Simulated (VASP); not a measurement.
# W (Fm-3m) in VASP: further runs, part 2 of 2

VASP 6.6.1. Earlier steps stand in the parts before.

## 4. Single point, LDA (volume scaled by 0.84)

INCAR

```
SYSTEM = W
ALGO     = Normal         ! electronic algorithm
EDIFF    = 1E-6           ! SCF threshold, eV
ENCUT    = 520            ! plane-wave cutoff, eV
GGA      = CA             ! functional
ISIF     = 2              ! what is computed and relaxed
ISMEAR   = -1             ! smearing method
LASPH    = .TRUE.         ! aspherical terms in the spheres
LCHARG   = .FALSE.        ! write CHGCAR
LREAL    = .FALSE.        ! projectors in reciprocal space
LWAVE    = .FALSE.        ! write WAVECAR
NBANDS   = 13             ! bands
NELM     = 80             ! most SCF steps
PREC     = Accurate       ! precision mode
SIGMA    = 0.08           ! smearing width, eV
```

KPOINTS

```
k-points
0
G
  16 16 16
  0 0 0
```

POSCAR

```
W
1.0
    0.0000000000      1.8741206816      1.8741206816
    1.8741206816      0.0000000000      1.8741206816
    1.8741206816      1.8741206816      0.0000000000
W
1
Direct
    0.0000000000      0.0000000000      0.0000000000
```

Potentials or basis: VASP PAW LDA potentials, release 64 (W_sv).

On the command line:

```
> cat potpaw_LDA.64/W_sv/POTCAR > POTCAR
> mpirun -np 1 vasp_std > vasp.out
```

OUTCAR:

```text
SYSTEM = W
   EDIFF = 1E-6
   ENCUT = 520
   GGA = CA
   ISIF = 2
   ISMEAR = -1
   LASPH = .TRUE.
   LREAL = .FALSE.
   NELM = 80
   PREC = Accurate

 ion  position               nearest neighbor table
   1  0.000  0.000  0.000-

  LATTYP: Found a face centered cubic cell.
 ALAT       =     3.7482413632

  Lattice vectors:

 A1 = (   0.0000000000,   1.8741206816,   1.8741206816)
 A2 = (   1.8741206816,   0.0000000000,   1.8741206816)
 A3 = (   1.8741206816,   1.8741206816,   0.0000000000)

Analysis of symmetry for initial positions (statically):
=====================================================================
 Subroutine PRICEL returns:
 Original cell was already a primitive cell.

 Routine SETGRP: Setting up the symmetry group for a
 face centered cubic supercell.

 Subroutine GETGRP returns: Found 48 space group operations
 (whereof 48 operations were pure point group operations)
 out of a pool of 48 trial point group operations.

The static configuration has the point symmetry O_h .

Analysis of symmetry for dynamics (positions and initial velocities):
=====================================================================
 Subroutine PRICEL returns:
 Original cell was already a primitive cell.

 Routine SETGRP: Setting up the symmetry group for a
 face centered cubic supercell.

 Subroutine GETGRP returns: Found 48 space group operations
 (whereof 48 operations were pure point group operations)
 out of a pool of 48 trial point group operations.

The dynamic configuration has the point symmetry O_h .

 Subroutine INISYM returns: Found 48 space group operations
 (whereof 48 operations are pure point group operations),
 and found     1 'primitive' translations

----------------------------------------------------------------------------------------

                                     Primitive cell

  volume of cell :      13.1651

  direct lattice vectors                    reciprocal lattice vectors
     0.000000000  1.874120682  1.874120682    -0.266791784  0.266791784  0.266791784
     1.874120682  0.000000000  1.874120682     0.266791784 -0.266791784  0.266791784
     1.874120682  1.874120682  0.000000000     0.266791784  0.266791784 -0.266791784

  length of vectors
     2.650406885  2.650406885  2.650406885     0.462096925  0.462096925  0.462096925

  position of ions in fractional coordinates (direct lattice)
     0.000000000  0.000000000  0.000000000

  ion indices of the primitive-cell ions
   primitive index   ion index
                 1           1

----------------------------------------------------------------------------------------

 KPOINTS: k-points

Automatic generation of k-mesh.
 Grid dimensions read from file:
 generate k-points for:   16   16   16

 Generating k-lattice:

  Cartesian coordinates                     Fractional coordinates (reciprocal lattice)
    -0.016674486  0.016674486  0.016674486     0.062500000  0.000000000  0.000000000
     0.016674486 -0.016674486  0.016674486     0.000000000  0.062500000  0.000000000
     0.016674486  0.016674486 -0.016674486     0.000000000  0.000000000  0.062500000

  Length of vectors
     0.028881058  0.028881058  0.028881058

  Shift w.r.t. Gamma in fractional coordinates (k-lattice)
     0.000000000  0.000000000  0.000000000

 Subroutine IBZKPT returns following result:
 ===========================================

 Found    145 irreducible k-points:

 Following reciprocal coordinates:
            Coordinates               Weight
  0.000000  0.000000  0.000000      1.000000
  0.062500  0.000000  0.000000      8.000000
  0.125000  0.000000  0.000000      8.000000
  0.187500  0.000000  0.000000      8.000000
  0.250000  0.000000  0.000000      8.000000
  0.312500  0.000000  0.000000      8.000000
[... 16 lines left out ...]
 -0.125000  0.062500  0.000000     24.000000
 -0.062500  0.062500  0.000000     12.000000
 [... further k-points ...]
   k-points           NKPTS =    145   k-points in BZ     NKDIM =    145   number of bands    NBANDS=     13
   number of dos      NEDOS =    301   number of ions     NIONS =      1
   total plane-waves  NPLWV =   8000
   dimension x,y,z NGX =    20 NGY =   20 NGZ =   20
   dimension x,y,z NGXF=    40 NGYF=   40 NGZF=   40
   ions per type =               1
   NGX,Y,Z   is equivalent  to a cutoff of  12.54, 12.54, 12.54 a.u.
   NGXF,Y,Z  is equivalent  to a cutoff of  25.09, 25.09, 25.09 a.u.
 SYSTEM =  W
   PREC   = accura    normal or accurate (medium, high low for compatibility)
   ISTART =      0    job   : 0-new  1-cont  2-samecut
   ICHARG =      2    charge: 1-file 2-atom 10-const
   ISPIN  =      1    spin polarized calculation?
   LNONCOLLINEAR =      F non collinear calculations
   LSORBIT =      F    spin-orbit coupling
   LASPH  =      T    aspherical Exc in radial PAW
   ENCUT  =  520.0 eV  38.22 Ry    6.18 a.u.   4.93  4.93  4.93*2*pi/ulx,y,z
   NELM   =     80;   NELMIN=  2; NELMDL= -5     # of ELM steps
   EDIFF  = 0.1E-05   stopping-criterion for ELM
   LREAL  =      F    real-space projection
   EDIFFG = 0.1E-04   stopping-criterion for IOM
   NSW    =      0    number of steps for IOM
   IBRION =     -1    ionic relax: 0-MD 1-quasi-New 2-CG
   NFREE  =      0    steps in history (QN), initial steepest desc. (CG)
   ISIF   =      2    stress and relaxation
   ISYM   =      2    0-nonsym 1-usesym 2-fastsym
   POTIM  = 0.5000    time-step for ionic-motion
   TEBEG  =    0.0;   TEEND  =   0.0 temperature during run
   PSTRESS=    0.0 pullay stress
   NELECT =      14.0000    total number of electrons
   NUPDOWN=      -1.0000    fix difference up-down
   EMIN   =  10.00;   EMAX   =-10.00  energy-range for DOS
   EFERMI =   0.00;   METHOD = LEGACY
   ISMEAR =    -1;   SIGMA  =   0.08  broadening in eV -4-tet -1-fermi 0-gaus
   EFERMI_NEDOS =   21; number of points for ismear=-14 and -15
   IALGO  =     38    algorithm
   IMIX   =      4    mixing-type and parameters
     AMIX     =   0.40;   BMIX     =  1.00
     AMIX_MAG =   1.60;   BMIX_MAG =  1.00
  volume/ion in A,a.u.               =      13.17        88.84
  Fermi-wavevector in a.u.,A,eV,Ry     =   1.671001  3.157733 37.990776  2.792243
  Thomas-Fermi vector in A             =   2.756400
   LORBIT       =      0    0 simple, 1 ext, 2 COOP (PROOUT), +10 PAW based schemes
   GGA     = CA    functional components
   LHFCALC =     F    Hartree Fock is set to
   AEXX    =    0.0000 exact exchange contribution
   IVDW    =     0    specifies the selected vdW correction
   LEPSILON=     F    determine dielectric tensor
   LRPA    =     F    only Hartree local field effects (RPA)
 non-spin polarized calculation
  energy-cutoff  :      520.00
  volume of cell :       13.17
 maximum number of plane-waves:       366
   NGX =  9   NGY =  9   NGZ =  9

 number of electron      13.9999998 magnetization

 Free energy of the ion-electron system (eV)
  ---------------------------------------------------
  ext. energy  EPLUGINS =         0.00000000
  ---------------------------------------------------
  free energy    TOTEN  =       -13.06263345 eV

  energy without entropy =      -13.04416488  energy(sigma->0) =      -13.05339916

 E-fermi :  13.7149     XC(G=0): -14.8851

 val. band max:       13.7140351187   @ k =  -0.2500   0.1250   0.0000
 cond. band min:      13.7269362598   @ k =   0.3750   0.1250   0.0000
 fundamental gap:      0.0129011411
 Fermi energy:        13.7149075677

 k-point     1 :       0.0000    0.0000    0.0000
  band No.  band energies     occupation
      1     -59.2297      2.00000
      2     -22.6559      2.00000
      3     -22.6559      2.00000
      4     -22.6559      2.00000
      5       3.7429      2.00000
      6      12.7446      1.99999
      7      12.7446      1.99999
      8      12.7446      1.99999
      9      16.9642      0.00000
     10      16.9642      0.00000
     11      26.7384      0.00000
     12      33.0593      0.00000
     13      33.0593      0.00000

 k-point     2 :       0.0625    0.0000    0.0000
  band No.  band energies     occupation
      1     -59.2189      2.00000
      2     -22.7578      2.00000
      3     -22.6679      2.00000
      4     -22.6679      2.00000
      5       3.9727      2.00000
      6      12.5661      2.00000
      7      12.8514      1.99996
      8      12.8514      1.99996
      9      16.8477      0.00000
     10      16.8477      0.00000
     11      27.1962      0.00000
[... 339 lines left out ...]
 k-point    24 :      -0.0625    0.0625    0.0000
  band No.  band energies     occupation
      1     -59.2015      2.00000
      2     -22.8993      2.00000
      3     -22.7248      2.00000
      4     -22.6708      2.00000
      5       4.3416      2.00000
      6      12.2653      2.00000
      7      12.9967      1.99975
      8      13.0778      1.99930
      9      16.4253      0.00000
     10      16.9463      0.00000
     11      27.9099      0.00000
     12      31.5671      0.00000
     13      33.5451      0.00000

 [... further k-points ...]
[... 5 lines left out ...]
  --------------------------------------------------------------------------------------
  -------------------------------------------------------------------------------------
  Total        6.5850742      6.5850742      6.5850742     -0.0000000     -0.0000000     -0.0000000
  in kB      801.3986377    801.3986377    801.3986377     -0.0000000     -0.0000000     -0.0000000
  external PRESSURE =     801.3986377 kB  Pullay stress =       0.0000000 kB

 VOLUME and BASIS-vectors are now :
 -----------------------------------------------------------------------------
  energy-cutoff  :      520.00
  volume of cell :       13.17
      direct lattice vectors                 reciprocal lattice vectors
     0.000000000  1.874120682  1.874120682    -0.266791784  0.266791784  0.266791784
     1.874120682  0.000000000  1.874120682     0.266791784 -0.266791784  0.266791784
     1.874120682  1.874120682  0.000000000     0.266791784  0.266791784 -0.266791784

 POSITION                                       TOTAL-FORCE (eV/Angst)
 -----------------------------------------------------------------------------------
      0.00000      0.00000      0.00000         0.000000      0.000000      0.000000
 -----------------------------------------------------------------------------------
    total drift:                               -0.000000     -0.000000     -0.000000

  FREE ENERGIE OF THE ION-ELECTRON SYSTEM (eV)
  ---------------------------------------------------
  free  energy   TOTEN  =       -13.0626334451 eV

  energy  without entropy=      -13.0441648807  energy(sigma->0) =      -13.05339916
```

Run time: 44 s. Hardware: 1 thread of AMD EPYC 7R13, shared host; peak memory 0.1 GiB.

What came out:

- Free energy: -13.0626 eV
- Pressure: 80.1 GPa
- Band gap on the k mesh: zero (band 7 reaches 18.56 eV, above the bottom of band 8 at 12.74 eV)

Caveat: spin-orbit coupling is left out, which moves the levels of the heavy elements.
